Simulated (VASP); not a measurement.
# Hf (Pm-3n) in VASP: notebook

The runs below take Hf through relaxation of cell and atoms, single point, with PBEsol.

Everything below comes from runs of VASP 6.6.1. Logs are shortened: lines on timing, memory, paths and dates and some standing lists are left out, and cuts for length are marked.

## 1. The cell of the first run

Symmetry: Pm-3n, No. 223, cubic system. The conventional cell has a = 5.652 Å, b = 5.652 Å, c = 5.652 Å, α = 90.00°, β = 90.00°, γ = 90.00°. Within 4.2 Å of Hf (site symmetry m-3) lie 12 Hf at 3.16 Å. Hf (site symmetry -4m2) has 14 Hf at 2.83 to 3.46 Å within 3.7 Å.

## 2. Relaxation of cell and atoms, PBEsol

File INCAR:

```
SYSTEM = Hf
ALGO = Fast ; EDIFF = 1E-7
EDIFFG = -0.04 ; ENCUT = 600
GGA = PS ; IBRION = 2
ISIF = 3 ; ISMEAR = 0
LASPH = .TRUE. ; LCHARG = .FALSE.
LREAL = .FALSE. ; LWAVE = .FALSE.
NELM = 100 ; NSW = 90
PREC = Accurate ; SIGMA = 0.1
```

File KPOINTS:

```
k-points
0
G
  4 4 4
  0 0 0
```

File POSCAR:

```
Hf
1.0
    5.6515752618      0.0000000000      0.0000000000
    0.0000000000      5.6515752618      0.0000000000
    0.0000000000      0.0000000000      5.6515752618
Hf
8
Direct
    0.5000000000      0.5000000000      0.5000000000
    0.0000000000      0.0000000000      0.0000000000
    0.2500000000      0.0000000000      0.5000000000
    0.5000000000      0.2500000000      0.0000000000
    0.5000000000      0.7500000000      0.0000000000
    0.7500000000      0.0000000000      0.5000000000
    0.0000000000      0.5000000000      0.7500000000
    0.0000000000      0.5000000000      0.2500000000
```

Potentials or basis: VASP PAW PBE potentials, release 64 (Hf_pv).

Launch:

```bash
$ cat potpaw_PBE.64/Hf_pv/POTCAR > POTCAR
$ mpirun -np 1 vasp_std > vasp.out
```

OUTCAR:

```text
SYSTEM = Hf
   EDIFF = 1E-7
   EDIFFG = -0.04
   ENCUT = 600
   GGA = PS
   IBRION = 2
   ISIF = 3
   ISMEAR = 0
   LASPH = .TRUE.
   LREAL = .FALSE.
   NELM = 100
   NSW = 90
   PREC = Accurate

 ion  position               nearest neighbor table
   1  0.500  0.500  0.500-   3 3.16   4 3.16   5 3.16   6 3.16   7 3.16   8 3.16   4 3.16   5 3.16
                             3 3.16   6 3.16   7 3.16   8 3.16
   2  0.000  0.000  0.000-   3 3.16   4 3.16   5 3.16   6 3.16   7 3.16   8 3.16   3 3.16   6 3.16
                             7 3.16   8 3.16   4 3.16   5 3.16
   3  0.250  0.000  0.500-   6 2.83   6 2.83   1 3.16   2 3.16   1 3.16   2 3.16   8 3.46   5 3.46
                             4 3.46   5 3.46   4 3.46   7 3.46   8 3.46   7 3.46
   4  0.500  0.250  0.000-   5 2.83   5 2.83   1 3.16   1 3.16   2 3.16   2 3.16   8 3.46   3 3.46
                             3 3.46   6 3.46   6 3.46   7 3.46   7 3.46   8 3.46
   5  0.500  0.750  0.000-   4 2.83   4 2.83   1 3.16   1 3.16   2 3.16   2 3.16   8 3.46   3 3.46
                             3 3.46   6 3.46   6 3.46   7 3.46   7 3.46   8 3.46
   6  0.750  0.000  0.500-   3 2.83   3 2.83   1 3.16   2 3.16   1 3.16   2 3.16   8 3.46   4 3.46
                             4 3.46   5 3.46   5 3.46   7 3.46   8 3.46   7 3.46
   7  0.000  0.500  0.750-   8 2.83   8 2.83   1 3.16   2 3.16   2 3.16   1 3.16   3 3.46   4 3.46
                             5 3.46   3 3.46   6 3.46   6 3.46   4 3.46   5 3.46
   8  0.000  0.500  0.250-   7 2.83   7 2.83   1 3.16   2 3.16   2 3.16   1 3.16   3 3.46   4 3.46
                             5 3.46   3 3.46   6 3.46   6 3.46   4 3.46   5 3.46

  LATTYP: Found a simple cubic cell.
 ALAT       =     5.6515752618

  Lattice vectors:

 A1 = (   5.6515752618,   0.0000000000,   0.0000000000)
 A2 = (   0.0000000000,   5.6515752618,   0.0000000000)
 A3 = (   0.0000000000,   0.0000000000,   5.6515752618)

Analysis of symmetry for initial positions (statically):
=====================================================================
 Subroutine PRICEL returns:
 Original cell was already a primitive cell.

 Routine SETGRP: Setting up the symmetry group for a
 simple cubic supercell.

 Subroutine GETGRP returns: Found 48 space group operations
 (whereof 24 operations were pure point group operations)
 out of a pool of 48 trial point group operations.

The static configuration has the point symmetry T_h .
 The point group associated with its full space group is O_h .

Analysis of symmetry for dynamics (positions and initial velocities):
=====================================================================
 Subroutine PRICEL returns:
 Original cell was already a primitive cell.

 Routine SETGRP: Setting up the symmetry group for a
 simple cubic supercell.

 Subroutine GETGRP returns: Found 48 space group operations
 (whereof 24 operations were pure point group operations)
 out of a pool of 48 trial point group operations.

The dynamic configuration has the point symmetry T_h .
 The point group associated with its full space group is O_h .

 Subroutine INISYM returns: Found 48 space group operations
 (whereof 24 operations are pure point group operations),
 and found     1 'primitive' translations

----------------------------------------------------------------------------------------

                                     Primitive cell

  volume of cell :     180.5130

  direct lattice vectors                    reciprocal lattice vectors
     5.651575262  0.000000000  0.000000000     0.176941818  0.000000000  0.000000000
     0.000000000  5.651575262  0.000000000     0.000000000  0.176941818  0.000000000
     0.000000000  0.000000000  5.651575262     0.000000000  0.000000000  0.176941818

  length of vectors
     5.651575262  5.651575262  5.651575262     0.176941818  0.176941818  0.176941818

  position of ions in fractional coordinates (direct lattice)
     0.500000000  0.500000000  0.500000000
     0.000000000  0.000000000  0.000000000
     0.250000000  0.000000000  0.500000000
     0.500000000  0.250000000  0.000000000
     0.500000000  0.750000000  0.000000000
     0.750000000  0.000000000  0.500000000
     0.000000000  0.500000000  0.750000000
     0.000000000  0.500000000  0.250000000

  ion indices of the primitive-cell ions
   primitive index   ion index
                 1           1
                 2           2
                 3           3
                 4           4
                 5           5
                 6           6
                 7           7
                 8           8

----------------------------------------------------------------------------------------

 KPOINTS: k-points

Automatic generation of k-mesh.
 Grid dimensions read from file:
 generate k-points for:    4    4    4

 Generating k-lattice:

  Cartesian coordinates                     Fractional coordinates (reciprocal lattice)
     0.044235454  0.000000000  0.000000000     0.250000000  0.000000000  0.000000000
     0.000000000  0.044235454  0.000000000     0.000000000  0.250000000  0.000000000
     0.000000000  0.000000000  0.044235454     0.000000000  0.000000000  0.250000000

  Length of vectors
     0.044235454  0.044235454  0.044235454

  Shift w.r.t. Gamma in fractional coordinates (k-lattice)
     0.000000000  0.000000000  0.000000000

 Subroutine IBZKPT returns following result:
 ===========================================

 Found     10 irreducible k-points:

 Following reciprocal coordinates:
            Coordinates               Weight
  0.000000  0.000000  0.000000      1.000000
  0.250000  0.000000  0.000000      6.000000
  0.500000  0.000000  0.000000      3.000000
  0.250000  0.250000  0.000000     12.000000
  0.500000  0.250000  0.000000     12.000000
  0.500000  0.500000  0.000000      3.000000
  0.250000  0.250000  0.250000      8.000000
  0.500000  0.250000  0.250000     12.000000
  0.500000  0.500000  0.250000      6.000000
  0.500000  0.500000  0.500000      1.000000
   k-points           NKPTS =     10   k-points in BZ     NKDIM =     10   number of bands    NBANDS=     48
   number of dos      NEDOS =    301   number of ions     NIONS =      8
   total plane-waves  NPLWV = 110592
   dimension x,y,z NGX =    48 NGY =   48 NGZ =   48
   dimension x,y,z NGXF=    96 NGYF=   96 NGZF=   96
   ions per type =               8
   NGX,Y,Z   is equivalent  to a cutoff of  14.12, 14.12, 14.12 a.u.
   NGXF,Y,Z  is equivalent  to a cutoff of  28.24, 28.24, 28.24 a.u.
 SYSTEM =  Hf
   PREC   = accura    normal or accurate (medium, high low for compatibility)
   ISTART =      0    job   : 0-new  1-cont  2-samecut
   ICHARG =      2    charge: 1-file 2-atom 10-const
   ISPIN  =      1    spin polarized calculation?
   LNONCOLLINEAR =      F non collinear calculations
   LSORBIT =      F    spin-orbit coupling
   LASPH  =      T    aspherical Exc in radial PAW
   ENCUT  =  600.0 eV  44.10 Ry    6.64 a.u.  11.29 11.29 11.29*2*pi/ulx,y,z
   NELM   =    100;   NELMIN=  2; NELMDL= -5     # of ELM steps
   EDIFF  = 0.1E-06   stopping-criterion for ELM
   LREAL  =      F    real-space projection
   EDIFFG = -.4E-01   stopping-criterion for IOM
   NSW    =     90    number of steps for IOM
   IBRION =      2    ionic relax: 0-MD 1-quasi-New 2-CG
   NFREE  =      1    steps in history (QN), initial steepest desc. (CG)
   ISIF   =      3    stress and relaxation
   ISYM   =      2    0-nonsym 1-usesym 2-fastsym
   POTIM  = 0.5000    time-step for ionic-motion
   TEBEG  =    0.0;   TEEND  =   0.0 temperature during run
   PSTRESS=    0.0 pullay stress
   NELECT =      80.0000    total number of electrons
   NUPDOWN=      -1.0000    fix difference up-down
   EMIN   =  10.00;   EMAX   =-10.00  energy-range for DOS
   EFERMI =   0.00;   METHOD = LEGACY
   ISMEAR =     0;   SIGMA  =   0.10  broadening in eV -4-tet -1-fermi 0-gaus
   EFERMI_NEDOS =   21; number of points for ismear=-14 and -15
   IALGO  =     68    algorithm
   IMIX   =      4    mixing-type and parameters
     AMIX     =   0.40;   BMIX     =  1.00
     AMIX_MAG =   1.60;   BMIX_MAG =  1.00
  volume/ion in A,a.u.               =      22.56       152.27
  Fermi-wavevector in a.u.,A,eV,Ry     =   1.248155  2.358672 21.196405  1.557892
  Thomas-Fermi vector in A             =   2.382255
   LORBIT       =      0    0 simple, 1 ext, 2 COOP (PROOUT), +10 PAW based schemes
   GGA     = PS    functional components
   LHFCALC =     F    Hartree Fock is set to
   AEXX    =    0.0000 exact exchange contribution
   IVDW    =     0    specifies the selected vdW correction
   LEPSILON=     F    determine dielectric tensor
   LRPA    =     F    only Hartree local field effects (RPA)
 conjugate gradient relaxation of ions
 non-spin polarized calculation
 RMM-DIIS sequential band-by-band and
 Gauss-broadening in eV      SIGMA  =   0.10
  energy-cutoff  :      600.00
  volume of cell :      180.51
 maximum number of plane-waves:      6062
 NGX is ok and might be reduce to    48
   NGX = 23   NGY = 23   NGZ = 23

--------------------------------------- Ionic step        1  -------------------------------------------

 number of electron      79.9999993 magnetization

 Free energy of the ion-electron system (eV)
  ---------------------------------------------------
  ext. energy  EPLUGINS =         0.00000000
  ---------------------------------------------------
  free energy    TOTEN  =       -82.03953596 eV

  energy without entropy =      -81.92808611  energy(sigma->0) =      -81.98381104

------------------------ aborting loop because EDIFF is reached ----------------------------------------

  FORCE on cell =-STRESS in cart. coord.  units (eV):
  Direction    XX          YY          ZZ          XY          YZ          ZX
  --------------------------------------------------------------------------------------
  -------------------------------------------------------------------------------------
  Total       -5.8760892     -5.8760892     -5.8760892      0.0000000      0.0000000     -0.0000000
  in kB      -52.1543354    -52.1543354    -52.1543354      0.0000000      0.0000000     -0.0000000
  external PRESSURE =     -52.1543354 kB  Pullay stress =       0.0000000 kB
[... 69 lines left out ...]
  energy  without entropy=      -81.9645918327  energy(sigma->0) =      -82.01357376

--------------------------------------- Ionic step        3  -------------------------------------------

 number of electron      80.0000013 magnetization

 Free energy of the ion-electron system (eV)
  ---------------------------------------------------
  ext. energy  EPLUGINS =         0.00000000
  ---------------------------------------------------
  free energy    TOTEN  =       -82.20878445 eV

  energy without entropy =      -82.10153598  energy(sigma->0) =      -82.15516021

 E-fermi :   4.5383     XC(G=0): -11.5967

 val. band max:        4.5378075786   @ k =   0.5000   0.5000   0.0000
 cond. band min:       4.5425711676   @ k =   0.5000   0.5000   0.2500
 fundamental gap:      0.0047635890
 Fermi energy:         4.5383431538

 k-point     1 :       0.0000    0.0000    0.0000
  band No.  band energies     occupation
      1     -26.0177      2.00000
      2     -26.0177      2.00000
      3     -25.9032      2.00000
      4     -25.6921      2.00000
      5     -25.6921      2.00000
      6     -25.6921      2.00000
[... 534 lines left out ...]
  FREE ENERGIE OF THE ION-ELECTRON SYSTEM (eV)
  ---------------------------------------------------
  free  energy   TOTEN  =       -82.2087844501 eV

  energy  without entropy=      -82.1015359752  energy(sigma->0) =      -82.15516021

 reached required accuracy - stopping structural energy minimisation
```

Wall time 3.1 min (1 thread of Intel Xeon 6975P-C (Granite Rapids), shared host); peak memory 0.37 GiB.

What came out:

- Free energy: -82.2088 eV
- Relaxed volume: 21.33 Å³/atom
- Relaxed cell: a = 5.546 Å, b = 5.546 Å, c = 5.546 Å, α = 90.00°, β = 90.00°, γ = 90.00°
- Space group after relaxing (to 0.05 Å): Pm-3n (No. 223)
- Energy gained by relaxing: 21.2 meV/atom
- Ionic steps: 3
- Pressure after relaxing: 0.0 GPa
- Band gap on the k mesh: zero (band 40 reaches 4.63 eV, above the bottom of band 41 at 4.13 eV)

Step by step:
| step | energy change (eV) | largest force (eV/Å) | pressure (GPa) | volume (Å³) |
| --- | --- | --- | --- | --- |
| 1 | 0.0000 | 0.0000 | -5.22 | 180.51 |
| 2 | -0.0230 | 0.0000 | 5.74 | 162.00 |
| 3 | -0.1692 | 0.0000 | -0.05 | 170.60 |

Final structure:
```
Hf
1.0
     5.54619    0.00000    0.00000
     0.00000    5.54619    0.00000
     0.00000    0.00000    5.54619
Hf
8
Direct
  0.50000 0.50000 0.50000
  0.00000 0.00000 0.00000
  0.25000 0.00000 0.50000
  0.50000 0.25000 0.00000
  0.50000 0.75000 0.00000
  0.75000 0.00000 0.50000
  0.00000 0.50000 0.75000
  0.00000 0.50000 0.25000
```

Levels at points of the mesh, in eV from the Fermi level:
```tsv
k point	band 37	band 38	band 39	band 40	band 41	band 42	band 43	band 44
(0.00, 0.00, 0.00)	-0.65	-0.65	-0.41	-0.41	-0.41	-0.13	0.15	0.15
(0.50, 0.00, 0.00)	-0.19	-0.19	-0.03	-0.03	0.17	0.17	0.47	0.47
(0.50, 0.50, 0.00)	-0.07	-0.07	0.00	0.05	0.06	0.19	0.19	0.80
(0.50, 0.50, 0.50)	0.06	0.06	0.06	0.06	0.06	0.06	0.76	0.76
```

Caveat: the PAW data sets were made with another functional, which shifts forces and pressure a little; spin-orbit coupling is left out, which moves the levels of the heavy elements.

## 3. Single point, PBEsol

This run uses another cell than the first one, of 21.42 Å³/atom, 0.949 times its volume.

File INCAR:

```
SYSTEM = Hf
  PREC = Accurate
  ENCUT = 520
  EDIFF = 1E-6
  ISMEAR = 0
  SIGMA = 0.1
  LREAL = .FALSE.
  LASPH = .TRUE.
  NELM = 60
  ALGO = Fast
  ISIF = 2
  LWAVE = .FALSE.
  LCHARG = .FALSE.
  GGA = PS
  NBANDS = 50
```

File KPOINTS:

```
Automatic mesh
0
G
  8 8 8
  0 0 0
```

Edit POSCAR of step 2 so:

```diff
@@ -2,5 +2,5 @@
 1.0
-    5.6515752618      0.0000000000      0.0000000000
-    0.0000000000      5.6515752618      0.0000000000
-    0.0000000000      0.0000000000      5.6515752618
+    5.5541126820      0.0000000000      0.0000000000
+    0.0000000000      5.5541126820      0.0000000000
+    0.0000000000      0.0000000000      5.5541126820
 Hf
```

Potentials or basis: VASP PAW PBE potentials, release 64 (Hf_pv).

Launch:

```bash
$ cat potpaw_PBE.64/Hf_pv/POTCAR > POTCAR
$ mpirun -np 1 vasp_std > vasp.out
```

OUTCAR:

```text
SYSTEM = Hf
   PREC = Accurate
   ENCUT = 520
   EDIFF = 1E-6
   ISMEAR = 0
   LREAL = .FALSE.
   LASPH = .TRUE.
   NELM = 60
   ISIF = 2
   GGA = PS

 ion  position               nearest neighbor table
   1  0.500  0.500  0.500-   3 3.10   4 3.10   5 3.10   6 3.10   7 3.10   8 3.10   4 3.10   5 3.10
                             3 3.10   6 3.10   7 3.10   8 3.10
   2  0.000  0.000  0.000-   3 3.10   4 3.10   5 3.10   6 3.10   7 3.10   8 3.10   3 3.10   6 3.10
                             7 3.10   8 3.10   4 3.10   5 3.10
   3  0.250  0.000  0.500-   6 2.78   6 2.78   1 3.10   2 3.10   1 3.10   2 3.10   8 3.40   5 3.40
                             4 3.40   5 3.40   4 3.40   7 3.40   8 3.40   7 3.40
[... 1499 lines left out ...]
  external PRESSURE =      -3.3628629 kB  Pullay stress =       0.0000000 kB

 VOLUME and BASIS-vectors are now :
 -----------------------------------------------------------------------------
  energy-cutoff  :      520.00
  volume of cell :      171.33
      direct lattice vectors                 reciprocal lattice vectors
     5.554112682  0.000000000  0.000000000     0.180046761  0.000000000  0.000000000
     0.000000000  5.554112682  0.000000000     0.000000000  0.180046761  0.000000000
     0.000000000  0.000000000  5.554112682     0.000000000  0.000000000  0.180046761

 POSITION                                       TOTAL-FORCE (eV/Angst)
 -----------------------------------------------------------------------------------
      2.77706      2.77706      2.77706        -0.000000      0.000000     -0.000000
      0.00000      0.00000      0.00000        -0.000000      0.000000     -0.000000
      1.38853      0.00000      2.77706         0.000000     -0.000000     -0.000000
      2.77706      1.38853      0.00000        -0.000000     -0.000000     -0.000000
      2.77706      4.16558      0.00000        -0.000000      0.000000      0.000000
      4.16558      0.00000      2.77706        -0.000000      0.000000      0.000000
      0.00000      2.77706      4.16558        -0.000000      0.000000     -0.000000
      0.00000      2.77706      1.38853         0.000000     -0.000000     -0.000000
 -----------------------------------------------------------------------------------
    total drift:                                0.000000     -0.000000     -0.000000

  FREE ENERGIE OF THE ION-ELECTRON SYSTEM (eV)
  ---------------------------------------------------
  free  energy   TOTEN  =       -82.2202492500 eV

  energy  without entropy=      -82.1285984150  energy(sigma->0) =      -82.17442383
```

OSZICAR:

```text
N       E                     dE             d eps       ncg     rms          rms(c)
DAV:   1     0.356235459669E+03    0.35624E+03   -0.44147E+04  3596   0.154E+03
DAV:   2    -0.590454108675E+02   -0.41528E+03   -0.39702E+03  3996   0.386E+02
DAV:   3    -0.838850648261E+02   -0.24840E+02   -0.22599E+02  4568   0.552E+01
DAV:   4    -0.847635555994E+02   -0.87849E+00   -0.83153E+00  4272   0.935E+00
DAV:   5    -0.847850284530E+02   -0.21473E-01   -0.21361E-01  4262   0.134E+00    0.124E+02
RMM:   6    -0.828685724038E+02    0.19165E+01   -0.16851E+00  3502   0.515E+00    0.738E+01
RMM:   7    -0.822434489530E+02    0.62512E+00   -0.35092E+00  3653   0.762E+00    0.386E+00
RMM:   8    -0.822192354676E+02    0.24213E-01   -0.31014E-01  4055   0.276E+00    0.116E+00
RMM:   9    -0.822194225266E+02   -0.18706E-03   -0.60975E-02  4697   0.983E-01    0.802E-01
RMM:  10    -0.822202452982E+02   -0.82277E-03   -0.11993E-02  5195   0.315E-01    0.248E-01
RMM:  11    -0.822203384750E+02   -0.93177E-04   -0.19651E-03  4007   0.167E-01    0.298E-01
RMM:  12    -0.822202268845E+02    0.11159E-03   -0.59381E-04  4455   0.784E-02    0.593E-02
RMM:  13    -0.822202453523E+02   -0.18468E-04   -0.19680E-04  5164   0.316E-02    0.420E-02
RMM:  14    -0.822202488044E+02   -0.34521E-05   -0.23546E-05  3762   0.126E-02    0.351E-02
RMM:  15    -0.822202492500E+02   -0.44557E-06   -0.63752E-06  3457   0.522E-03
   1 F= -.82220249E+02 E0= -.82174424E+02  d E =-.916508E-01
```

It took 2.4 min on 1 thread of Intel Xeon 6975P-C (Granite Rapids), shared host; peak memory 0.37 GiB.

What came out:

- Free energy: -82.2202 eV
- Pressure: -0.3 GPa
- Band gap on the k mesh: zero (band 40 reaches 4.64 eV, above the bottom of band 41 at 4.11 eV)

Caveat: the PAW data sets were made with another functional, which shifts forces and pressure a little; spin-orbit coupling is left out, which moves the levels of the heavy elements.
